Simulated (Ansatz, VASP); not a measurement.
**Hf5H2: VASP beside Ansatz**

The input INCAR:

```
PREC = Accurate ; ENCUT = 600
EDIFF = 1E-6 ; ISMEAR = 0
SIGMA = 0.2 ; LREAL = False
LASPH = True ; NELM = 100
ALGO = Normal ; ISIF = 3
LWAVE = False ; LCHARG = False
GGA = PE ; IBRION = 2
NSW = 36 ; EDIFFG = -0.08
```

Contents of KPOINTS:

```
Automatic mesh
0
Gamma
  6 6 2
```

POSCAR

```
Hf5H2
1.0
    3.1500000000      0.0000000000      0.0000000000
   -1.5750000000      2.7279800200      0.0000000000
    0.0000000000      0.0000000000     12.6000000000
Hf H
5 2
Direct
    0.0000000000      0.0000000000      0.0000000000
    0.6666666700      0.3333333300      0.8000000000
    0.3333333300      0.6666666700      0.2000000000
    0.6666666700      0.3333333300      0.4000000000
    0.3333333300      0.6666666700      0.6000000000
    0.0000000000      0.0000000000      0.1500000000
    0.0000000000      0.0000000000      0.8500000000
```

Input for Ansatz:

```yaml
crystal:
  lattice:
    - [3.15, 0.0, 0.0]
    - [-1.575, 2.72798002, 0.0]
    - [0.0, 0.0, 12.6]
  atoms:
    - { symbol: Hf, position: [0.0, 0.0, 0.0] }
    - { symbol: Hf, position: [0.66666667, 0.33333333, 0.8] }
    - { symbol: Hf, position: [0.33333333, 0.66666667, 0.2] }
    - { symbol: Hf, position: [0.66666667, 0.33333333, 0.4] }
    - { symbol: Hf, position: [0.33333333, 0.66666667, 0.6] }
    - { symbol: H, position: [0.0, 0.0, 0.15] }
    - { symbol: H, position: [0.0, 0.0, 0.85] }
basis:
  ecutwfc: 420
kpoints:
  mp_grid: { grid: [6, 6, 2] }
hamiltonian:
  xc: pbe
scf:
  occupations: { method: gaussian, width: 0.2 }
  lower_state_search: "off"
output:
  forces: true
  stress: true
  eigenvalues: true
relax:
  adjacent_minimum: "off"
  f_tol: 0.08
  max_steps: 16
  cell: { stress_tol: 0.8 }
```

Alike in both runs: task relaxation of cell and atoms; functional PBE; k mesh 6 × 6 × 2; occupations gaussian, width 0.2 eV; no spin polarisation.

|  | VASP | Ansatz |
| --- | --- | --- |
| version | VASP 6.6.1 | Ansatz 0.2.0 |
| potentials or method | VASP PAW PBE potentials, release 64 (Hf_pv, H), cutoff 600 eV | scalar-relativistic, plane waves, PAW |
| valence electrons in the cell | 52 | 132 |

Ansatz gave:

```
gap on the k mesh at the Fermi level, each at its own relaxed structure (eV) : none
relaxed volume (Å³/atom)                                                     : 17.05
relaxed length of the cell vector where the two differ most in proportion (Å)              : 3.237
```

Task: Which values does VASP return?

Result: gap on the k mesh at the Fermi level, each at its own relaxed structure (eV): none; relaxed volume (Å³/atom): 17.00; relaxed length of the cell vector where the two differ most in proportion (Å): 3.232.

A gap of «none» marks a metal or a gap that the smearing closes. VASP's potentials hold 52 valence electrons a cell and Ansatz's 132, so a difference there can come from the potentials and not from the codes.

The k mesh is coarse, so the values compare programs but aren't converged. Spin-orbit coupling is off throughout.
